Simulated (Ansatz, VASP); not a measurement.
**Two plane-wave programs on HfO2**

Contents of INCAR:

```
ALGO = Normal ; EDIFF = 1E-6
ENCUT = 520 ; GGA = RE
ISIF = 2 ; ISMEAR = -1
LASPH = True ; LCHARG = True
LELF = True ; LREAL = False
LVHAR = True ; LWAVE = False
NBANDS = 56 ; NELM = 80
PREC = Accurate ; SIGMA = 0.05
```

KPOINTS

```
k-points
0
Gamma
  5 6 5
```

POSCAR

```
HfO2
1.0
    5.2194633600      0.0000000000      0.0000000000
    0.0000000000      5.0047636900      0.0000000000
    0.0000000000      0.0000000000      5.0326850500
Hf O
4 8
Direct
    0.9669940000      0.7325208200      0.7414403500
    0.5330060000      0.7325208200      0.2414403500
    0.4669940000      0.2674791800      0.7414403500
    0.0330060000      0.2674791800      0.2414403500
    0.6321274500      0.9286454000      0.8792672600
    0.8678725500      0.9286454000      0.3792672600
    0.2339485200      0.5398830500      0.4922923900
    0.2660514800      0.5398830500      0.9922923900
    0.7660514800      0.4601169500      0.9922923900
    0.7339485200      0.4601169500      0.4922923900
    0.1321274500      0.0713546000      0.8792672600
    0.3678725500      0.0713546000      0.3792672600
```

File input.yaml:

```yaml
crystal:
  lattice:
    - [5.21946336, 0.0, 0.0]
    - [0.0, 5.00476369, 0.0]
    - [0.0, 0.0, 5.03268505]
  atoms:
    - { symbol: Hf, position: [0.966994, 0.73252082, 0.74144035] }
    - { symbol: Hf, position: [0.533006, 0.73252082, 0.24144035] }
    - { symbol: Hf, position: [0.466994, 0.26747918, 0.74144035] }
    - { symbol: Hf, position: [0.033006, 0.26747918, 0.24144035] }
    - { symbol: O, position: [0.63212745, 0.9286454, 0.87926726] }
    - { symbol: O, position: [0.86787255, 0.9286454, 0.37926726] }
    - { symbol: O, position: [0.23394852, 0.53988305, 0.49229239] }
    - { symbol: O, position: [0.26605148, 0.53988305, 0.99229239] }
    - { symbol: O, position: [0.76605148, 0.46011695, 0.99229239] }
    - { symbol: O, position: [0.73394852, 0.46011695, 0.49229239] }
    - { symbol: O, position: [0.13212745, 0.0713546, 0.87926726] }
    - { symbol: O, position: [0.36787255, 0.0713546, 0.37926726] }
hamiltonian:
  xc: revpbe
  pseudopotentials: { kind: paw }
kpoints:
  mp_grid: { grid: [5, 6, 5] }
  band_path:
    path:
      - [[0.0, 0.0, 0.0], [0.0, 0.5, 0.0], [0.0, 0.5, 0.5], [0.0, 0.0, 0.5], [0.0, 0.0, 0.0], [0.5, 0.0, 0.0], [0.5, 0.5, 0.0], [0.5, 0.5, 0.5], [0.5, 0.0, 0.5], [0.5, 0.0, 0.0]]
      - [[0.0, 0.0, 0.5], [0.5, 0.0, 0.5]]
      - [[0.5, 0.5, 0.0], [0.0, 0.5, 0.0]]
      - [[0.0, 0.5, 0.5], [0.5, 0.5, 0.5]]
    npoints: 10
scf:
  occupations: { method: fermi_dirac, width: 0.05 }
  n_extra_bands: 30
output:
  forces: true
  stress: true
  eigenvalues: true
  fatbands: false
```

Alike in both runs: functional revPBE; k mesh 5 × 6 × 5; occupations fermi-dirac, width 0.05 eV; no spin polarisation.

|  | VASP | Ansatz |
| --- | --- | --- |
| version | VASP 6.6.1 | Ansatz 0.2.0 |
| potentials or method | VASP PAW PBE potentials, release 64 (Hf_pv, O) | Ansatz PAW |
| plane-wave cutoff (eV) | 520 | 420 |
| valence electrons in the cell | 88 | 152 |
| task | single point | band structure |

VASP gave:

- gap on the k mesh at the Fermi level (eV): 4.50
- least direct gap on the mesh (eV): 4.69
- pressure (GPa): 10.0
- traceless stress, the component that is largest in VASP (GPa): -0.23
- rms of the force components (eV/Å): 0.036

Question: Estimate Ansatz's values.

Answer: gap on the k mesh at the Fermi level (eV): 4.54; least direct gap on the mesh (eV): 4.73; pressure (GPa): 13.5; traceless stress, the component that is largest in VASP (GPa): -0.31; rms of the force components (eV/Å): 0.062.

VASP's potentials were made for PBE, not for revPBE. Atom by atom the forces differ by 0.029 eV/Å (rms over components). VASP's potentials hold 88 valence electrons a cell and Ansatz's 152, so a difference there can come from the potentials and not from the codes.

Neither program's run includes spin-orbit coupling.
